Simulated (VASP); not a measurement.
# La2O (P-6m2) in VASP: relaxation of cell and atoms with PBE

Aim: the relaxation of cell and atoms of La2O with PBE.

All numbers are computed with VASP 6.6.1; they aren't measurements. Logs are shortened: lines on timing, memory, paths and dates and some standing lists are left out, and cuts for length are marked.

### Step 1. The cell of the first run

It takes space group P-6m2 (No. 187, hexagonal). The conventional cell has a = 4.073 Å, b = 4.073 Å, c = 5.744 Å, α = 90.00°, β = 90.00°, γ = 120.00°. Within 3.8 Å of La (site symmetry -6m2) lie 2 O at 2.87 Å and 6 La at 3.71 Å. Within 3.1 Å of La (site symmetry -6m2) lie 3 O at 2.35 Å. O (site symmetry -6m2) has 5 La at 2.35 to 2.87 Å within 3.1 Å.

The cell was generated, and may not be a known phase.

### Step 2. Relaxation of cell and atoms, PBE

INCAR

```
PREC = Accurate ; ENCUT = 600
EDIFF = 1E-6 ; ISMEAR = 0
SIGMA = 0.1 ; LREAL = False
LASPH = True ; NELM = 100
ALGO = Normal ; ISIF = 3
LWAVE = False ; LCHARG = False
GGA = PE ; IBRION = 2
NSW = 100 ; EDIFFG = -0.01
```

KPOINTS

```
Automatic mesh
0
Gamma
  12 12 6
```

POSCAR

```
La2O
1.0
    4.0727430052      0.0000000000      0.0000000000
   -2.0363715026      3.5270989056      0.0000000000
    0.0000000000      0.0000000000      5.7435730460
La O
2 1
Direct
    0.6666666667      0.3333333333      0.0000000000
    0.3333333333      0.6666666667      0.5000000000
    0.6666666667      0.3333333333      0.5000000000
```

Potentials or basis: VASP PAW PBE potentials, release 64 (La, O).

The run is started by

```sh
$ cat potpaw_PBE.64/La/POTCAR potpaw_PBE.64/O/POTCAR > POTCAR
$ mpirun -np 1 vasp_std > vasp.out
```

OUTCAR:

```text
PREC = Accurate
   ENCUT = 600
   EDIFF = 1E-6
   ISMEAR = 0
   LREAL = False
   LASPH = True
   NELM = 100
   ISIF = 3
   GGA = PE
   IBRION = 2
   NSW = 100
   EDIFFG = -0.01

 ion  position               nearest neighbor table
   1  0.667  0.333  0.000-
   2  0.333  0.667  0.500-   3 2.35   3 2.35   3 2.35
   3  0.667  0.333  0.500-   2 2.35   2 2.35   2 2.35

  LATTYP: Found a hexagonal cell.
 ALAT       =     4.0727430052
 C/A-ratio  =     1.4102468628

  Lattice vectors:

 A1 = (   4.0727430052,   0.0000000000,   0.0000000000)
 A2 = (  -2.0363715026,   3.5270989056,   0.0000000000)
 A3 = (   0.0000000000,   0.0000000000,   5.7435730460)

Analysis of symmetry for initial positions (statically):
=====================================================================
 Subroutine PRICEL returns:
 Original cell was already a primitive cell.

 Routine SETGRP: Setting up the symmetry group for a
 hexagonal supercell.

 Subroutine GETGRP returns: Found 12 space group operations
 (whereof 12 operations were pure point group operations)
 out of a pool of 24 trial point group operations.

The static configuration has the point symmetry D_3h.

Analysis of symmetry for dynamics (positions and initial velocities):
=====================================================================
 Subroutine PRICEL returns:
 Original cell was already a primitive cell.

 Routine SETGRP: Setting up the symmetry group for a
 hexagonal supercell.

 Subroutine GETGRP returns: Found 12 space group operations
 (whereof 12 operations were pure point group operations)
 out of a pool of 24 trial point group operations.

The dynamic configuration has the point symmetry D_3h.

 Subroutine INISYM returns: Found 12 space group operations
 (whereof 12 operations are pure point group operations),
 and found     1 'primitive' translations

----------------------------------------------------------------------------------------

                                     Primitive cell

  volume of cell :      82.5062

  direct lattice vectors                    reciprocal lattice vectors
     4.072743005  0.000000000  0.000000000     0.245534766  0.141759563  0.000000000
    -2.036371503  3.527098906  0.000000000     0.000000000  0.283519126  0.000000000
     0.000000000  0.000000000  5.743573046     0.000000000  0.000000000  0.174107649

  length of vectors
     4.072743005  4.072743005  5.743573046     0.283519126  0.283519126  0.174107649

  position of ions in fractional coordinates (direct lattice)
     0.666666667  0.333333333  0.000000000
     0.333333333  0.666666667  0.500000000
     0.666666667  0.333333333  0.500000000

  ion indices of the primitive-cell ions
   primitive index   ion index
                 1           1
                 2           2
                 3           3

----------------------------------------------------------------------------------------

 KPOINTS: Automatic mesh

Automatic generation of k-mesh.
 Grid dimensions read from file:
 generate k-points for:   12   12    6

 Generating k-lattice:

  Cartesian coordinates                     Fractional coordinates (reciprocal lattice)
     0.020461230  0.011813297  0.000000000     0.083333333  0.000000000  0.000000000
     0.000000000  0.023626594  0.000000000     0.000000000  0.083333333  0.000000000
     0.000000000  0.000000000  0.029017942     0.000000000  0.000000000  0.166666667

  Length of vectors
     0.023626594  0.023626594  0.029017942

  Shift w.r.t. Gamma in fractional coordinates (k-lattice)
     0.000000000  0.000000000  0.000000000

 Subroutine IBZKPT returns following result:
 ===========================================

 Found     76 irreducible k-points:

 Following reciprocal coordinates:
            Coordinates               Weight
  0.000000  0.000000  0.000000      1.000000
  0.083333 -0.000000  0.000000      6.000000
  0.166667 -0.000000  0.000000      6.000000
  0.250000  0.000000  0.000000      6.000000
  0.333333  0.000000  0.000000      6.000000
  0.416667 -0.000000  0.000000      6.000000
[... 16 lines left out ...]
  0.250000  0.000000  0.166667     12.000000
  0.333333  0.000000  0.166667     12.000000
 [... further k-points ...]
   k-points           NKPTS =     76   k-points in BZ     NKDIM =     76   number of bands    NBANDS=     18
   number of dos      NEDOS =    301   number of ions     NIONS =      3
   total plane-waves  NPLWV =  62208
   dimension x,y,z NGX =    36 NGY =   36 NGZ =   48
   dimension x,y,z NGXF=    72 NGYF=   72 NGZF=   96
   ions per type =               2   1
   NGX,Y,Z   is equivalent  to a cutoff of  14.69, 14.69, 13.89 a.u.
   NGXF,Y,Z  is equivalent  to a cutoff of  29.39, 29.39, 27.79 a.u.
 SYSTEM =  unknown system
   PREC   = accura    normal or accurate (medium, high low for compatibility)
   ISTART =      0    job   : 0-new  1-cont  2-samecut
   ICHARG =      2    charge: 1-file 2-atom 10-const
   ISPIN  =      1    spin polarized calculation?
   LNONCOLLINEAR =      F non collinear calculations
   LSORBIT =      F    spin-orbit coupling
   LASPH  =      T    aspherical Exc in radial PAW
   ENCUT  =  600.0 eV  44.10 Ry    6.64 a.u.   8.13  8.13 11.47*2*pi/ulx,y,z
   NELM   =    100;   NELMIN=  2; NELMDL= -5     # of ELM steps
   EDIFF  = 0.1E-05   stopping-criterion for ELM
   LREAL  =      F    real-space projection
   EDIFFG = -.1E-01   stopping-criterion for IOM
   NSW    =    100    number of steps for IOM
   IBRION =      2    ionic relax: 0-MD 1-quasi-New 2-CG
   NFREE  =      1    steps in history (QN), initial steepest desc. (CG)
   ISIF   =      3    stress and relaxation
   ISYM   =      2    0-nonsym 1-usesym 2-fastsym
   POTIM  = 0.5000    time-step for ionic-motion
   TEBEG  =    0.0;   TEEND  =   0.0 temperature during run
   PSTRESS=    0.0 pullay stress
   NELECT =      28.0000    total number of electrons
   NUPDOWN=      -1.0000    fix difference up-down
   EMIN   =  10.00;   EMAX   =-10.00  energy-range for DOS
   EFERMI =   0.00;   METHOD = LEGACY
   ISMEAR =     0;   SIGMA  =   0.10  broadening in eV -4-tet -1-fermi 0-gaus
   EFERMI_NEDOS =   21; number of points for ismear=-14 and -15
   IALGO  =     38    algorithm
   IMIX   =      4    mixing-type and parameters
     AMIX     =   0.40;   BMIX     =  1.00
     AMIX_MAG =   1.60;   BMIX_MAG =  1.00
  volume/ion in A,a.u.               =      27.50       185.59
  Fermi-wavevector in a.u.,A,eV,Ry     =   1.141910  2.157897 17.741435  1.303959
  Thomas-Fermi vector in A             =   2.278609
   LORBIT       =      0    0 simple, 1 ext, 2 COOP (PROOUT), +10 PAW based schemes
   GGA     = PE    functional components
   LHFCALC =     F    Hartree Fock is set to
   AEXX    =    0.0000 exact exchange contribution
   IVDW    =     0    specifies the selected vdW correction
   LEPSILON=     F    determine dielectric tensor
   LRPA    =     F    only Hartree local field effects (RPA)
 conjugate gradient relaxation of ions
 non-spin polarized calculation
 Gauss-broadening in eV      SIGMA  =   0.10
  energy-cutoff  :      600.00
  volume of cell :       82.51
 maximum number of plane-waves:      2777
 NGX is ok and might be reduce to    36
   NGX = 17   NGY = 17   NGZ = 23

--------------------------------------- Ionic step        1  -------------------------------------------

 number of electron      27.9999997 magnetization

 Free energy of the ion-electron system (eV)
  ---------------------------------------------------
  ext. energy  EPLUGINS =         0.00000000
  ---------------------------------------------------
  free energy    TOTEN  =       -20.20270216 eV

  energy without entropy =      -20.18903162  energy(sigma->0) =      -20.19586689

------------------------ aborting loop because EDIFF is reached ----------------------------------------

  FORCE on cell =-STRESS in cart. coord.  units (eV):
  Direction    XX          YY          ZZ          XY          YZ          ZX
  --------------------------------------------------------------------------------------
  -------------------------------------------------------------------------------------
  Total       -0.2290865     -0.2290865     -0.0148521      0.0000000      0.0000000      0.0000000
  in kB       -4.4485986     -4.4485986     -0.2884103      0.0000000      0.0000000      0.0000000
  external PRESSURE =      -3.0618692 kB  Pullay stress =       0.0000000 kB
[... 244 lines left out ...]
  energy  without entropy=      -20.1897680034  energy(sigma->0) =      -20.19654415

--------------------------------------- Ionic step        8  -------------------------------------------

 number of electron      27.9999997 magnetization

 Free energy of the ion-electron system (eV)
  ---------------------------------------------------
  ext. energy  EPLUGINS =         0.00000000
  ---------------------------------------------------
  free energy    TOTEN  =       -20.20335897 eV

  energy without entropy =      -20.18983043  energy(sigma->0) =      -20.19659470

 E-fermi :   7.6389     XC(G=0):  -9.5816

 val. band max:        7.6134109024   @ k =   0.2500   0.1667   0.1667
 cond. band min:       7.6465215620   @ k =   0.4167   0.1667   0.1667
 fundamental gap:      0.0331106596
 Fermi energy:         7.6388798913

 k-point     1 :       0.0000    0.0000    0.0000
  band No.  band energies     occupation
      1     -25.5200      2.00000
      2     -24.9157      2.00000
      3     -11.1750      2.00000
      4      -9.7778      2.00000
      5      -8.9399      2.00000
      6      -8.9399      2.00000
[... 10 lines left out ...]
     17       8.9279      0.00000
     18       8.9338      0.00000
[... 466 lines left out ...]
      2     -24.8563      2.00000
      3     -12.3265      2.00000
      4      -9.4373      2.00000
      5      -9.2776      2.00000
      6      -9.0757      2.00000
[... 10 lines left out ...]
     17       8.8989      0.00000
     18       9.1032      0.00000

 [... further k-points ...]

------------------------ aborting loop because EDIFF is reached ----------------------------------------

  FORCE on cell =-STRESS in cart. coord.  units (eV):
  Direction    XX          YY          ZZ          XY          YZ          ZX
  --------------------------------------------------------------------------------------
  -------------------------------------------------------------------------------------
  Total       -0.0036539     -0.0036539      0.0171802      0.0000000     -0.0000000      0.0000000
  in kB       -0.0711807     -0.0711807      0.3346806      0.0000000     -0.0000000      0.0000000
  external PRESSURE =       0.0641064 kB  Pullay stress =       0.0000000 kB
[... 18 lines left out ...]
  FREE ENERGIE OF THE ION-ELECTRON SYSTEM (eV)
  ---------------------------------------------------
  free  energy   TOTEN  =       -20.2033589726 eV

  energy  without entropy=      -20.1898304307  energy(sigma->0) =      -20.19659470

 reached required accuracy - stopping structural energy minimisation
```

Run time: 6.1 min. Hardware: 1 thread of Intel Xeon 6975P-C (Granite Rapids), shared host; peak memory 0.35 GiB.

What came out:

```
Free energy                           : -20.2034 eV
Relaxed volume                        : 27.41 Å³/atom
Relaxed cell                          : a = 4.061 Å, b = 4.061 Å, c = 5.757 Å, α = 90.00°, β = 90.00°, γ = 120.00°
Space group after relaxing (to 0.1 Å) : P-6m2 (No. 187)
Energy gained by relaxing             : 0.2 meV/atom
Ionic steps                           : 8
Pressure after relaxing               : 0.0 GPa
Band gap on the k mesh                : zero (bands 14 and 15 overlap by 0.93 eV)
```

The path:
```
step  energy change (eV)  largest force (eV/Å)  pressure (GPa)  volume (Å³)
   1              0.0000                0.0000           -0.31        82.51
   2             -0.0004                0.0000            0.24        81.88
   3             -0.0006                0.0000            0.05        82.10
   4             -0.0006                0.0000            0.05        82.11
   5             -0.0005                0.0000            0.02        82.14
   6             -0.0005                0.0000            0.03        82.12
   7             -0.0006                0.0000            0.00        82.17
   8             -0.0007                0.0000            0.01        82.24
```

Final structure:
```xyz
3
Lattice="4.0615 0.0000 0.0000 -2.0307 3.5173 0.0000 0.0000 0.0000 5.7572" Properties=species:S:1:pos:R:3 pbc="T T T"
La    2.0307    1.1724    0.0000
La    0.0000    2.3449    2.8786
O     2.0307    1.1724    2.8786
```

Levels at points of the mesh, in eV from the Fermi level:
```tsv
k point	band 10	band 11	band 12	band 13	band 14	band 15	band 16	band 17	band 18
(0.00, 0.00, 0.00)	-5.15	-5.15	-4.14	-2.81	0.67	1.17	1.17	1.29	1.29
(0.50, 0.00, 0.00)	-4.64	-4.60	-3.81	-1.31	-0.52	0.38	0.49	1.34	1.48
(0.00, 0.00, 0.50)	-5.19	-5.19	-4.82	-1.80	0.06	0.81	0.81	1.25	1.35
(0.50, 0.00, 0.50)	-5.40	-4.65	-3.83	-1.09	-0.87	0.92	1.24	1.26	1.41
```

Caveat: spin-orbit coupling is left out, which moves the levels of the heavy elements.

The gap in the log of VASP goes by the Fermi energy; the results here count the filled bands.